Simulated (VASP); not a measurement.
Here is a VASP 6.6.1 calculation.

The input INCAR:

```
SYSTEM = PbS
PREC = Accurate ; ENCUT = 520
EDIFF = 1E-6 ; ISMEAR = -1
SIGMA = 0.02 ; LREAL = .False.
LASPH = .True. ; NELM = 60
ALGO = Normal ; ISIF = 2
LWAVE = .False. ; LCHARG = .False.
GGA = PE ; NBANDS = 28
```

The input KPOINTS:

```
Automatic mesh
0
Gamma
  6 6 2
  0 0 0
```

File POSCAR:

```
PbS
1.0
    2.9332578304     -2.9332584105     -0.0000051386
    2.9961091324      2.9961097003     -0.0000051386
   -2.0856050981     -0.0221074140     22.1612863754
Pb S
2 2
Direct
    0.7373195477      0.7171325633      0.9352364734
    0.2828674367      0.2626804523      0.0647635266
    0.2408129866      0.2203999710      0.9448777147
    0.7796000290      0.7591870134      0.0551222853
```

Potentials or basis: VASP PAW PBE potentials, release 64 (Pb_d, S).

The run is started by

```bash
$ cat potpaw_PBE.64/Pb_d/POTCAR potpaw_PBE.64/S/POTCAR > POTCAR
$ mpirun -np 1 vasp_std > vasp.out
```

Q: Estimate the band gap on the k mesh.

A: 1.97 eV (least direct gap 2.07 eV).

Q: What does it give for the largest force?

A: 0.210 eV/Å.

Forces in eV/Å, atoms in the order of the input:
```
Pb   0.000  0.000 -0.156
Pb   0.000  0.000  0.156
S    0.000  0.000 -0.210
S    0.000  0.000  0.210
```

Caveat: the cell differs from its parent crystal (shear xy strain +2.1%); there is no dipole correction, which matters where the two faces differ; spin-orbit coupling is left out, which moves the levels of the heavy elements.
